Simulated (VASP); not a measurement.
# CoSi2 (Fm-3m) in VASP: notebook

The runs below take CoSi2 through single point, with PBE.

Program: VASP 6.6.1. These are calculated values, not measurements. Logs are shortened: lines on timing, memory, paths and dates and some standing lists are left out, and cuts for length are marked.

## 1. The cell of the first run

The structure is cubic, space group Fm-3m (No. 225). The conventional cell has a = 5.247 Å, b = 5.247 Å, c = 5.247 Å, α = 90.00°, β = 90.00°, γ = 90.00°. Co (site symmetry m-3m) has 8 Si at 2.27 Å within 3.0 Å. Within 3.0 Å of Si (site symmetry -43m) lie 4 Co at 2.27 Å and 6 Si at 2.62 Å.

## 2. Single point, PBE, collinear spin, ferromagnetic start

The input, INCAR:

```
PREC     = Accurate       # precision mode
ENCUT    = 600            # plane-wave cutoff, eV
EDIFF    = 1E-6           # SCF threshold, eV
ISMEAR   = 0              # smearing method
SIGMA    = 0.1            # smearing width, eV
LREAL    = F              # projectors in reciprocal space
LASPH    = T              # aspherical terms in the spheres
NELM     = 200            # most SCF steps
ALGO     = Normal         # electronic algorithm
ISIF     = 2              # what is computed and relaxed
LWAVE    = F              # write WAVECAR
LCHARG   = T              # write CHGCAR
ISPIN    = 2              # spin polarisation
MAGMOM   = 3.2 0 0        # initial moments
LORBIT   = 11             # projections on sites
LMAXMIX  = 4              # l up to which the mixer works
GGA      = PE             # functional
LELF     = T              # ELF
LVHAR    = T            
NBANDS   = 20             # bands
GGA_COMPAT= F
```

The input, KPOINTS:

```
regular mesh
0
Gamma
  9 9 9
```

The input, POSCAR:

```
CoSi2
1.0
    0.0000000000      2.6233315991      2.6233315991
    2.6233315991      0.0000000000      2.6233315991
    2.6233315991      2.6233315991      0.0000000000
Co Si
1 2
Direct
    0.0000000000      0.0000000000      0.0000000000
    0.2500000000      0.2500000000      0.2500000000
    0.7500000000      0.7500000000      0.7500000000
```

Potentials or basis: VASP PAW PBE potentials, release 64 (Co, Si).

The run is started by

```sh
$ cat potpaw_PBE.64/Co/POTCAR potpaw_PBE.64/Si/POTCAR > POTCAR
$ mpirun -np 1 vasp_std > vasp.out
```

OUTCAR:

```text
PREC = Accurate
   ENCUT = 600
   EDIFF = 1E-6
   ISMEAR = 0
   LREAL = F
   LASPH = T
   NELM = 200
   ISIF = 2
   ISPIN = 2
   LORBIT = 11
   GGA = PE

 ion  position               nearest neighbor table
   1  0.000  0.000  0.000-   3 2.27   3 2.27   3 2.27   2 2.27   3 2.27   2 2.27   2 2.27   2 2.27

   2  0.250  0.250  0.250-   1 2.27   1 2.27   1 2.27   1 2.27   3 2.62   3 2.62   3 2.62   3 2.62
                             3 2.62   3 2.62
   3  0.750  0.750  0.750-   1 2.27   1 2.27   1 2.27   1 2.27   2 2.62   2 2.62   2 2.62   2 2.62
                             2 2.62   2 2.62

  LATTYP: Found a face centered cubic cell.
 ALAT       =     5.2466631982

  Lattice vectors:

 A1 = (   0.0000000000,   2.6233315991,   2.6233315991)
 A2 = (   2.6233315991,   0.0000000000,   2.6233315991)
 A3 = (   2.6233315991,   2.6233315991,   0.0000000000)

Analysis of symmetry for initial positions (statically):
=====================================================================
 Subroutine PRICEL returns:
 Original cell was already a primitive cell.

 Routine SETGRP: Setting up the symmetry group for a
 face centered cubic supercell.

 Subroutine GETGRP returns: Found 48 space group operations
 (whereof 48 operations were pure point group operations)
 out of a pool of 48 trial point group operations.

The static configuration has the point symmetry O_h .

Analysis of symmetry for dynamics (positions and initial velocities):
=====================================================================
 Subroutine PRICEL returns:
 Original cell was already a primitive cell.

 Routine SETGRP: Setting up the symmetry group for a
 face centered cubic supercell.

 Subroutine GETGRP returns: Found 48 space group operations
 (whereof 48 operations were pure point group operations)
 out of a pool of 48 trial point group operations.

The dynamic configuration has the point symmetry O_h .

Analysis of structural, dynamic, and magnetic symmetry:
=====================================================================
 Subroutine PRICEL returns:
 Original cell was already a primitive cell.

 Routine SETGRP: Setting up the symmetry group for a
 face centered cubic supercell.

 Subroutine GETGRP returns: Found 48 space group operations
 (whereof 48 operations were pure point group operations)
 out of a pool of 48 trial point group operations.

The overall configuration has the point symmetry O_h .

 Subroutine INISYM returns: Found 48 space group operations
 (whereof 48 operations are pure point group operations),
 and found     1 'primitive' translations

----------------------------------------------------------------------------------------

                                     Primitive cell

  volume of cell :      36.1068

  direct lattice vectors                    reciprocal lattice vectors
     0.000000000  2.623331599  2.623331599    -0.190597331  0.190597331  0.190597331
     2.623331599  0.000000000  2.623331599     0.190597331 -0.190597331  0.190597331
     2.623331599  2.623331599  0.000000000     0.190597331  0.190597331 -0.190597331

  length of vectors
     3.709951126  3.709951126  3.709951126     0.330124260  0.330124260  0.330124260

  position of ions in fractional coordinates (direct lattice)
     0.000000000  0.000000000  0.000000000
     0.250000000  0.250000000  0.250000000
     0.750000000  0.750000000  0.750000000

  ion indices of the primitive-cell ions
   primitive index   ion index
                 1           1
                 2           2
                 3           3

----------------------------------------------------------------------------------------

 KPOINTS: regular mesh

Automatic generation of k-mesh.
 Grid dimensions read from file:
 generate k-points for:    9    9    9

 Generating k-lattice:

  Cartesian coordinates                     Fractional coordinates (reciprocal lattice)
    -0.021177481  0.021177481  0.021177481     0.111111111  0.000000000  0.000000000
     0.021177481 -0.021177481  0.021177481     0.000000000  0.111111111  0.000000000
     0.021177481  0.021177481 -0.021177481     0.000000000  0.000000000  0.111111111

  Length of vectors
     0.036680473  0.036680473  0.036680473

  Shift w.r.t. Gamma in fractional coordinates (k-lattice)
     0.000000000  0.000000000  0.000000000

 Subroutine IBZKPT returns following result:
 ===========================================

 Found     35 irreducible k-points:

 Following reciprocal coordinates:
            Coordinates               Weight
  0.000000  0.000000  0.000000      1.000000
  0.111111  0.000000  0.000000      8.000000
  0.222222  0.000000  0.000000      8.000000
  0.333333  0.000000  0.000000      8.000000
  0.444444  0.000000  0.000000      8.000000
  0.111111  0.111111  0.000000      6.000000
[... 16 lines left out ...]
 -0.333333  0.333333  0.000000     12.000000
  0.444444  0.444444  0.000000      6.000000
 [... further k-points ...]
   k-points           NKPTS =     35   k-points in BZ     NKDIM =     35   number of bands    NBANDS=     20
   number of dos      NEDOS =    301   number of ions     NIONS =      3
   total plane-waves  NPLWV =  27000
   dimension x,y,z NGX =    30 NGY =   30 NGZ =   30
   dimension x,y,z NGXF=    60 NGYF=   60 NGZF=   60
   ions per type =               1   2
   NGX,Y,Z   is equivalent  to a cutoff of  13.44, 13.44, 13.44 a.u.
   NGXF,Y,Z  is equivalent  to a cutoff of  26.89, 26.89, 26.89 a.u.
 SYSTEM =  unknown system
   PREC   = accura    normal or accurate (medium, high low for compatibility)
   ISTART =      0    job   : 0-new  1-cont  2-samecut
   ICHARG =      2    charge: 1-file 2-atom 10-const
   ISPIN  =      2    spin polarized calculation?
   LNONCOLLINEAR =      F non collinear calculations
   LSORBIT =      F    spin-orbit coupling
   LASPH  =      T    aspherical Exc in radial PAW
   ENCUT  =  600.0 eV  44.10 Ry    6.64 a.u.   7.41  7.41  7.41*2*pi/ulx,y,z
   NELM   =    200;   NELMIN=  2; NELMDL= -5     # of ELM steps
   EDIFF  = 0.1E-05   stopping-criterion for ELM
   LREAL  =      F    real-space projection
   EDIFFG = 0.1E-04   stopping-criterion for IOM
   NSW    =      0    number of steps for IOM
   IBRION =     -1    ionic relax: 0-MD 1-quasi-New 2-CG
   NFREE  =      0    steps in history (QN), initial steepest desc. (CG)
   ISIF   =      2    stress and relaxation
   ISYM   =      2    0-nonsym 1-usesym 2-fastsym
   POTIM  = 0.5000    time-step for ionic-motion
   TEBEG  =    0.0;   TEEND  =   0.0 temperature during run
   PSTRESS=    0.0 pullay stress
   NELECT =      17.0000    total number of electrons
   NUPDOWN=      -1.0000    fix difference up-down
   EMIN   =  10.00;   EMAX   =-10.00  energy-range for DOS
   EFERMI =   0.00;   METHOD = LEGACY
   ISMEAR =     0;   SIGMA  =   0.10  broadening in eV -4-tet -1-fermi 0-gaus
   EFERMI_NEDOS =   21; number of points for ismear=-14 and -15
   IALGO  =     38    algorithm
   IMIX   =      4    mixing-type and parameters
     AMIX     =   0.40;   BMIX     =  1.00
     AMIX_MAG =   1.60;   BMIX_MAG =  1.00
  volume/ion in A,a.u.               =      12.04        81.22
  Fermi-wavevector in a.u.,A,eV,Ry     =   1.273585  2.406727 22.068906  1.622019
  Thomas-Fermi vector in A             =   2.406400
   LORBIT       =     11    0 simple, 1 ext, 2 COOP (PROOUT), +10 PAW based schemes
   GGA     = PE    functional components
   LHFCALC =     F    Hartree Fock is set to
   AEXX    =    0.0000 exact exchange contribution
   IVDW    =     0    specifies the selected vdW correction
   LEPSILON=     F    determine dielectric tensor
   LRPA    =     F    only Hartree local field effects (RPA)
 spin polarized calculation
 Gauss-broadening in eV      SIGMA  =   0.10
  energy-cutoff  :      600.00
  volume of cell :       36.11
 maximum number of plane-waves:      1243
 NGX is ok and might be reduce to    30
   NGX = 15   NGY = 15   NGZ = 15

 number of electron      16.9999995 magnetization       0.0002868

 number of electron      16.9999995 magnetization      -0.0003387

 Free energy of the ion-electron system (eV)
  ---------------------------------------------------
  ext. energy  EPLUGINS =         0.00000000
  ---------------------------------------------------
  free energy    TOTEN  =       -19.20117544 eV

  energy without entropy =      -19.19440226  energy(sigma->0) =      -19.19778885

 E-fermi :  10.9044     XC(G=0): -12.0337

 val. band max:       10.9028944686   @ k =  -0.2222   0.1111   0.0000
 cond. band min:      10.9258628848   @ k =   0.3333   0.1111   0.0000
 fundamental gap:      0.0229684162
 Fermi energy:        10.9044301513

 spin component 1

 k-point     1 :       0.0000    0.0000    0.0000
  band No.  band energies     occupation
      1      -2.6638      1.00000
      2       6.5881      1.00000
      3       6.5881      1.00000
      4       6.5881      1.00000
      5       8.8317      1.00000
      6       8.8317      1.00000
[... 12 lines left out ...]
     19      21.7537      0.00000
     20      27.1713      0.00000

 k-point     2 :       0.1111    0.0000    0.0000
  band No.  band energies     occupation
      1      -2.4674      1.00000
      2       6.1640      1.00000
      3       6.6574      1.00000
      4       6.6574      1.00000
      5       8.7745      1.00000
      6       8.7745      1.00000
[... 12 lines left out ...]
     19      22.6172      0.00000
     20      27.7499      0.00000
[... 465 lines left out ...]
      3       4.4522      1.00000
      4       7.1658      1.00000
      5       7.4627      1.00000
      6       8.3041      1.00000
[... 12 lines left out ...]
     19      27.4438      0.00000
     20      28.4592      0.00000

 k-point    24 :       0.4444    0.4444    0.0000
  band No.  band energies     occupation
      1       1.1952      1.00000
      2       3.9149      1.00000
      3       4.3777      1.00000
      4       7.0660      1.00000
      5       7.0660      1.00000
      6       8.9316      1.00000
[... 12 lines left out ...]
     19      26.4960      0.00000
     20      26.7565      0.00000

 [... further k-points ...]

 spin component 2

 k-point     1 :       0.0000    0.0000    0.0000
  band No.  band energies     occupation
      1      -2.6638      1.00000
      2       6.5880      1.00000
      3       6.5880      1.00000
      4       6.5880      1.00000
      5       8.8317      1.00000
      6       8.8317      1.00000
[... 12 lines left out ...]
     19      21.7532      0.00000
     20      27.1713      0.00000

 k-point     2 :       0.1111    0.0000    0.0000
  band No.  band energies     occupation
      1      -2.4675      1.00000
      2       6.1639      1.00000
      3       6.6573      1.00000
      4       6.6573      1.00000
      5       8.7745      1.00000
      6       8.7745      1.00000
[... 12 lines left out ...]
     19      22.6168      0.00000
     20      27.7499      0.00000
[... 465 lines left out ...]
      3       4.4522      1.00000
      4       7.1657      1.00000
      5       7.4626      1.00000
      6       8.3040      1.00000
[... 12 lines left out ...]
     19      27.4437      0.00000
     20      28.4591      0.00000

 k-point    24 :       0.4444    0.4444    0.0000
  band No.  band energies     occupation
      1       1.1952      1.00000
      2       3.9148      1.00000
      3       4.3776      1.00000
      4       7.0659      1.00000
      5       7.0659      1.00000
      6       8.9316      1.00000
[... 12 lines left out ...]
     19      26.4958      0.00000
     20      26.7563      0.00000

 [... further k-points ...]
[... 5 lines left out ...]
  --------------------------------------------------------------------------------------
  -------------------------------------------------------------------------------------
  Total        2.9586161      2.9586161      2.9586161     -0.0000000      0.0000000     -0.0000000
  in kB      131.2833446    131.2833446    131.2833446     -0.0000000      0.0000000     -0.0000000
  external PRESSURE =     131.2833446 kB  Pullay stress =       0.0000000 kB

 VOLUME and BASIS-vectors are now :
 -----------------------------------------------------------------------------
  energy-cutoff  :      600.00
  volume of cell :       36.11
      direct lattice vectors                 reciprocal lattice vectors
     0.000000000  2.623331599  2.623331599    -0.190597331  0.190597331  0.190597331
     2.623331599  0.000000000  2.623331599     0.190597331 -0.190597331  0.190597331
     2.623331599  2.623331599  0.000000000     0.190597331  0.190597331 -0.190597331

 POSITION                                       TOTAL-FORCE (eV/Angst)
 -----------------------------------------------------------------------------------
      0.00000      0.00000      0.00000        -0.000000      0.000000     -0.000000
      1.31167      1.31167      1.31167         0.000000     -0.000000     -0.000000
      3.93500      3.93500      3.93500        -0.000000     -0.000000      0.000000
 -----------------------------------------------------------------------------------
    total drift:                                0.000000     -0.000000     -0.000000

  FREE ENERGIE OF THE ION-ELECTRON SYSTEM (eV)
  ---------------------------------------------------
  free  energy   TOTEN  =       -19.2011754368 eV

  energy  without entropy=      -19.1944022619  energy(sigma->0) =      -19.19778885

 total charge

# of ion       s       p       d       tot
------------------------------------------
    1        0.574   0.796   7.663   9.034
    2        0.717   0.915   0.000   1.632
    3        0.717   0.915   0.000   1.632
--------------------------------------------------
tot          2.008   2.626   7.663  12.298

 magnetization (x)

# of ion       s       p       d       tot
------------------------------------------
    1       -0.000  -0.000  -0.000  -0.000
    2        0.000   0.000   0.000   0.000
    3        0.000   0.000   0.000   0.000
--------------------------------------------------
tot          0.000  -0.000  -0.000  -0.000
```

Run time: 40 s. Hardware: 1 thread of Intel Xeon 6975P-C (Granite Rapids), shared host; peak memory 0.21 GiB.

What came out:

```
Free energy                                           : -19.2012 eV
Pressure                                              : 13.1 GPa
Net moment                                            : 0.00 μB per cell
Valence electrons inside the program's atomic spheres : Co 9.03; Si 1.63
```

Levels at points of the mesh, in eV from the Fermi level:
Spin up:
| k point | band 5 | band 6 | band 7 | band 8 | band 9 | band 10 | band 11 | band 12 | band 13 | band 14 |
| --- | --- | --- | --- | --- | --- | --- | --- | --- | --- | --- |
| (0.00, 0.00, 0.00) | -2.07 | -2.07 | 1.43 | 3.51 | 3.51 | 3.51 | 3.71 | 3.71 | 3.71 | 5.99 |
Spin down:
```
           k point  band 5  band 6  band 7  band 8  band 9  band 10  band 11  band 12  band 13  band 14
(0.00, 0.00, 0.00)   -2.07   -2.07    1.43    3.51    3.51     3.51     3.71     3.71     3.71     5.99
```

Caveat: the cell stands under pressure.

## 3. Single point, PBE, collinear spin, ferromagnetic start

This run uses another cell than the first one, of 12.29 Å³/atom.

The input, INCAR:

```
  ALGO = Normal
  EDIFF = 1E-6
  ENCUT = 600
  GGA = PE
  GGA_COMPAT = False
  ISIF = 2
  ISMEAR = 0
  ISPIN = 2
  LASPH = True
  LCHARG = False
  LMAXMIX = 4
  LORBIT = 11
  LREAL = False
  LWAVE = False
  MAGMOM = 3.2 0 0
  NBANDS = 20
  NELM = 200
  PREC = Accurate
  SIGMA = 0.1
```

The input, KPOINTS:

```
k-points
0
Gamma
  9 9 9
```

The input, POSCAR:

```
CoSi2
1.0
    0.0000000000      2.6418063740      2.6418063740
    2.6418063740      0.0000000000      2.6418063740
    2.6418063740      2.6418063740      0.0000000000
Co Si
1 2
Direct
    0.0000000000      0.0000000000      0.0000000000
    0.2500000000      0.2500000000      0.2500000000
    0.7500000000      0.7500000000      0.7500000000
```

Potentials or basis: VASP PAW PBE potentials, release 64 (Co, Si).

The run is started by

```sh
$ cat potpaw_PBE.64/Co/POTCAR potpaw_PBE.64/Si/POTCAR > POTCAR
$ mpirun -np 1 vasp_std > vasp.out
```

Wall time 38 s (1 thread of Intel Xeon 6975P-C (Granite Rapids), shared host); peak memory 0.21 GiB.

Results (log left out):

```
Free energy                                           : -19.2526 eV
Pressure                                              : 8.4 GPa
Net moment                                            : 0.00 μB per cell
Valence electrons inside the program's atomic spheres : Co 8.97; Si 1.62
```

Levels at points of the mesh, in eV from the Fermi level:
Spin up:
```csv
k point,band 7,band 8,band 9,band 10,band 11,band 12
"(0.00, 0.00, 0.00)",1.21,3.50,3.50,3.50,3.62,3.62
```
Spin down:
```
           k point  band 7  band 8  band 9  band 10  band 11  band 12
(0.00, 0.00, 0.00)    1.21    3.50    3.50     3.50     3.62     3.62
```

Caveat: the cell stands under pressure.
